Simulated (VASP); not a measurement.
A run of VASP 6.6.1 is set up as follows.

The input INCAR:

```
SYSTEM = Al3GaAs4
  ALGO = Normal
  EDIFF = 1E-6
  ENCUT = 520
  GGA = PE
  ISIF = 2
  ISMEAR = 0
  LASPH = .TRUE.
  LCHARG = .FALSE.
  LREAL = .FALSE.
  LWAVE = .FALSE.
  NBANDS = 31
  NELM = 100
  PREC = Accurate
  SIGMA = 0.1
```

File KPOINTS:

```
k-points
0
G
  4 2 4
  0 0 0
```

Contents of POSCAR:

```
Al3GaAs4
1.0
    4.0742217095      0.0000000000      0.0000000000
    0.0000000000      8.1476577157      0.0000000000
    0.0000000000      0.0000000000      5.6721617051
Al Ga As
3 1 4
Direct
    0.0000000000      0.7497663005     -0.0000108846
    0.0000000000      0.2502336995     -0.0000108846
    0.5000000000      0.5000000000      0.4998388996
    0.5000000000      0.0000000000      0.4999730715
    0.0000000000      0.0000000000      0.2480100576
    0.5000000000      0.2506399678      0.7510517971
    0.0000000000      0.5000000000      0.2500961463
    0.5000000000      0.7493600322      0.7510517971
```

Potentials or basis: VASP PAW PBE potentials, release 64 (Al, Ga_d, As).

The run is started by

```console
$ cat potpaw_PBE.64/Al/POTCAR potpaw_PBE.64/Ga_d/POTCAR potpaw_PBE.64/As/POTCAR > POTCAR
$ mpirun -np 1 vasp_std > vasp.out
```

Predict the largest force.

0.007 eV/Å.

Predict the pressure.

0.3 GPa.

Forces on the atoms (eV/Å):
```
Al   0.000  0.001  0.000
Al   0.000 -0.001  0.000
Al   0.000  0.000  0.001
Ga   0.000  0.000 -0.001
As   0.000  0.000 -0.007
As   0.000  0.002  0.003
As   0.000  0.000  0.000
As   0.000 -0.002  0.003
```
